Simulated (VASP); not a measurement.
# Si2Ni (Fm-3m) in VASP: further runs, part 2 of 2

VASP 6.6.1.

## (3) Single point, PBE, collinear spin, ferromagnetic start

INCAR reads:

```
ALGO = Normal
EDIFF = 1E-7
ENCUT = 520
GGA = PE
ISIF = 2
ISMEAR = -1
ISPIN = 2
LASPH = True
LCHARG = False
LMAXMIX = 4
LORBIT = 11
LREAL = False
LWAVE = False
MAGMOM = 2.5 0 0
NBANDS = 20
NELM = 150
PREC = Accurate
SIGMA = 0.05
```

KPOINTS reads:

```
k-points
0
Gamma
  9 9 9
```

POSCAR reads:

```
Si2Ni
1.0
    0.0000000000      2.7030000000      2.7030000000
    2.7030000000      0.0000000000      2.7030000000
    2.7030000000      2.7030000000      0.0000000000
Ni Si
1 2
Direct
    0.0000000000      0.0000000000      0.0000000000
    0.7500000000      0.7500000000      0.7500000000
    0.2500000000      0.2500000000      0.2500000000
```

Potentials or basis: VASP PAW PBE potentials, release 64 (Ni, Si).

The run is started by

```console
$ cat potpaw_PBE.64/Ni/POTCAR potpaw_PBE.64/Si/POTCAR > POTCAR
$ mpirun -np 1 vasp_std > vasp.out
```

OUTCAR:

```text
EDIFF = 1E-7
   ENCUT = 520
   GGA = PE
   ISIF = 2
   ISMEAR = -1
   ISPIN = 2
   LASPH = True
   LORBIT = 11
   LREAL = False
   NELM = 150
   PREC = Accurate

 ion  position               nearest neighbor table
   1  0.000  0.000  0.000-   2 2.34   2 2.34   3 2.34   3 2.34   2 2.34   2 2.34   3 2.34   3 2.34

   2  0.750  0.750  0.750-   1 2.34   1 2.34   1 2.34   1 2.34   3 2.70   3 2.70   3 2.70   3 2.70
                             3 2.70   3 2.70
   3  0.250  0.250  0.250-   1 2.34   1 2.34   1 2.34   1 2.34   2 2.70   2 2.70   2 2.70   2 2.70
                             2 2.70   2 2.70

  LATTYP: Found a face centered cubic cell.
 ALAT       =     5.4060000000

  Lattice vectors:

 A1 = (   0.0000000000,   2.7030000000,   2.7030000000)
 A2 = (   2.7030000000,   0.0000000000,   2.7030000000)
 A3 = (   2.7030000000,   2.7030000000,   0.0000000000)

Analysis of symmetry for initial positions (statically):
=====================================================================
 Subroutine PRICEL returns:
[... 1306 lines left out ...]

------------------------ aborting loop because EDIFF is reached ----------------------------------------

  FORCE on cell =-STRESS in cart. coord.  units (eV):
  Direction    XX          YY          ZZ          XY          YZ          ZX
  --------------------------------------------------------------------------------------
  -------------------------------------------------------------------------------------
  Total        0.9280653      0.9280653      0.9280653      0.0000000      0.0000000     -0.0000000
  in kB       37.6461863     37.6461863     37.6461863      0.0000000      0.0000000     -0.0000000
  external PRESSURE =      37.6461863 kB  Pullay stress =       0.0000000 kB

 VOLUME and BASIS-vectors are now :
 -----------------------------------------------------------------------------
  energy-cutoff  :      520.00
  volume of cell :       39.50
      direct lattice vectors                 reciprocal lattice vectors
     0.000000000  2.703000000  2.703000000    -0.184979652  0.184979652  0.184979652
     2.703000000  0.000000000  2.703000000     0.184979652 -0.184979652  0.184979652
     2.703000000  2.703000000  0.000000000     0.184979652  0.184979652 -0.184979652

 POSITION                                       TOTAL-FORCE (eV/Angst)
 -----------------------------------------------------------------------------------
      0.00000      0.00000      0.00000         0.000000     -0.000000     -0.000000
      4.05450      4.05450      4.05450         0.000000      0.000000      0.000000
      1.35150      1.35150      1.35150        -0.000000     -0.000000     -0.000000
 -----------------------------------------------------------------------------------
    total drift:                               -0.000000     -0.000000      0.000000

  FREE ENERGIE OF THE ION-ELECTRON SYSTEM (eV)
  ---------------------------------------------------
  free  energy   TOTEN  =       -17.3642529872 eV

  energy  without entropy=      -17.3567266674  energy(sigma->0) =      -17.36048983

 total charge

# of ion       s       p       d       tot
------------------------------------------
    1        0.560   0.796   8.451   9.808
    2        0.746   0.842   0.000   1.588
    3        0.746   0.842   0.000   1.588
--------------------------------------------------
tot          2.051   2.481   8.451  12.984

 magnetization (x)

# of ion       s       p       d       tot
------------------------------------------
    1        0.000   0.000   0.000   0.000
    2        0.000  -0.000   0.000   0.000
    3        0.000  -0.000   0.000   0.000
--------------------------------------------------
tot          0.000   0.000   0.000   0.000
```

stdout:

```text
POSCAR found type information on POSCAR NiSi
 POSCAR found :  2 types and       3 ions
 scaLAPACK will be used
 LDA part: xc-table for (Slater+PW92), standard interpolation
 POSCAR, INCAR and KPOINTS ok, starting setup
 FFT: planning ... GRIDC
 FFT: planning ... GRID_SOFT
 FFT: planning ... GRID
 WAVECAR not read
 entering main loop
```

It took 2 min on 1 thread of AMD EPYC 7R13, shared host; peak memory 0.16 GiB.

Results:

| Property | Result |
| --- | --- |
| Free energy | -17.3643 eV |
| Pressure | 3.8 GPa |
| Band gap on the k mesh | zero (filled and empty bands overlap) |
| Net moment | 0.00 μB per cell |
| Valence electrons inside the program's atomic spheres | Ni 9.81; Si 1.59 |

Caveat: the starting moments collapsed, and a magnetic state may lie lower.

## (4) Single point, LDA, collinear spin, ferromagnetic start (volume scaled by 0.94)

INCAR reads:

```
SYSTEM = Si2Ni
ALGO = Normal ; EDIFF = 1E-6
ENCUT = 520 ; GGA = CA
ISIF = 2 ; ISMEAR = -1
ISPIN = 2 ; LASPH = .TRUE.
LCHARG = .FALSE. ; LMAXMIX = 4
LORBIT = 11 ; LREAL = .FALSE.
LWAVE = .FALSE. ; MAGMOM = 1 0 0
NBANDS = 20 ; NELM = 150
PREC = Accurate ; SIGMA = 0.05
```

KPOINTS reads:

```
k-points
0
G
  9 9 9
  0 0 0
```

POSCAR reads:

```
Si2Ni
1.0
    0.0000000000      2.6478212519      2.6478212519
    2.6478212519      0.0000000000      2.6478212519
    2.6478212519      2.6478212519      0.0000000000
Ni Si
1 2
Direct
    0.0000000000      0.0000000000      0.0000000000
    0.7500000000      0.7500000000      0.7500000000
    0.2500000000      0.2500000000      0.2500000000
```

Potentials or basis: VASP PAW LDA potentials, release 64 (Ni, Si).

The run is started by

```console
$ cat potpaw_LDA.64/Ni/POTCAR potpaw_LDA.64/Si/POTCAR > POTCAR
$ mpirun -np 1 vasp_std > vasp.out
```

Wall time 22 s (1 thread of Intel Xeon 6975P-C (Granite Rapids), shared host); peak memory 0.17 GiB.

It converged, with:

```
Free energy                                           : -19.8767 eV
Pressure                                              : 6.0 GPa
Band gap on the k mesh                                : zero (filled and empty bands overlap)
Net moment                                            : 0.00 μB per cell
Valence electrons inside the program's atomic spheres : Ni 10.00; Si 1.64
```

Levels at points of the mesh, in eV from the Fermi level:
Spin up:
```csv
k point,band 6,band 7,band 8,band 9,band 10,band 11,band 12,band 13
"(0.00, 0.00, 0.00)",-3.93,0.08,1.75,1.75,1.75,2.14,2.14,2.14
```
Spin down:
```tsv
k point	band 5	band 6	band 7	band 8	band 9	band 10	band 11	band 12	band 13	band 14
(0.00, 0.00, 0.00)	-3.93	-3.93	0.08	1.75	1.75	1.75	2.14	2.14	2.14	4.79
```

## (5) Single point, PBEsol, collinear spin, ferromagnetic start (volume scaled by 0.96)

INCAR reads:

```
PREC = Accurate
ENCUT = 520
EDIFF = 1E-7
ISMEAR = -1
SIGMA = 0.05
LREAL = False
LASPH = True
NELM = 150
ALGO = Normal
ISIF = 2
LWAVE = False
LCHARG = False
ISPIN = 2
MAGMOM = 1 0 0
LORBIT = 11
LMAXMIX = 4
GGA = PS
NBANDS = 20
```

KPOINTS reads:

```
Automatic mesh
0
Gamma
  9 9 9
```

POSCAR reads:

```
Si2Ni
1.0
    0.0000000000      2.6664684948      2.6664684948
    2.6664684948      0.0000000000      2.6664684948
    2.6664684948      2.6664684948      0.0000000000
Ni Si
1 2
Direct
    0.0000000000      0.0000000000      0.0000000000
    0.7500000000      0.7500000000      0.7500000000
    0.2500000000      0.2500000000      0.2500000000
```

Potentials or basis: VASP PAW PBE potentials, release 64 (Ni, Si).

The run is started by

```console
$ cat potpaw_PBE.64/Ni/POTCAR potpaw_PBE.64/Si/POTCAR > POTCAR
$ mpirun -np 1 vasp_std > vasp.out
```

It took 26 s on 1 thread of Intel Xeon 6975P-C (Granite Rapids), shared host; peak memory 0.19 GiB.

It converged, with:

```
Free energy                                           : -18.9594 eV
Pressure                                              : 5.9 GPa
Band gap on the k mesh                                : zero (filled and empty bands overlap)
Net moment                                            : 0.00 μB per cell
Valence electrons inside the program's atomic spheres : Ni 9.94; Si 1.61
```

Levels at points of the mesh, in eV from the Fermi level:
Spin up:
```csv
k point,band 5,band 6,band 7,band 8,band 9,band 10,band 11,band 12,band 13,band 14
"(0.00, 0.00, 0.00)",-3.79,-3.79,0.02,1.73,1.73,1.73,2.14,2.14,2.14,4.76
```
Spin down:
```
           k point  band 7  band 8  band 9  band 10  band 11  band 12
(0.00, 0.00, 0.00)    0.02    1.73    1.73     1.73     2.14     2.14
```

Caveat: the PAW data sets were made with another functional, which shifts forces and pressure a little.

## (6) Summary

| level | potentials or basis | cell | gap on the mesh (eV) | pressure (GPa) | moment (μB) |
| --- | --- | --- | --- | --- | --- |
| PBE | VASP PAW PBE potentials, release 64 (Ni, Si) | a = 3.823 Å, angles 60.0°, 3 atoms | none | 3.7 | 0.00 |
| LDA | VASP PAW LDA potentials, release 64 (Ni, Si) | a = 3.745 Å, angles 60.0°, 3 atoms | none | 6.0 | 0.00 |
| PBEsol | VASP PAW PBE potentials, release 64 (Ni, Si) | a = 3.771 Å, angles 60.0°, 3 atoms | none | 5.9 | 0.00 |

Alike in all rows: task single point; spin collinear, ferromagnetic start; k mesh 9 × 9 × 9; cutoff (eV) 520; smearing fermi-dirac 0.05 eV.

Caveats: the PAW data sets were made with another functional, which shifts forces and pressure a little (some runs).

Absolute energies hang on the potentials; compare differences alone.
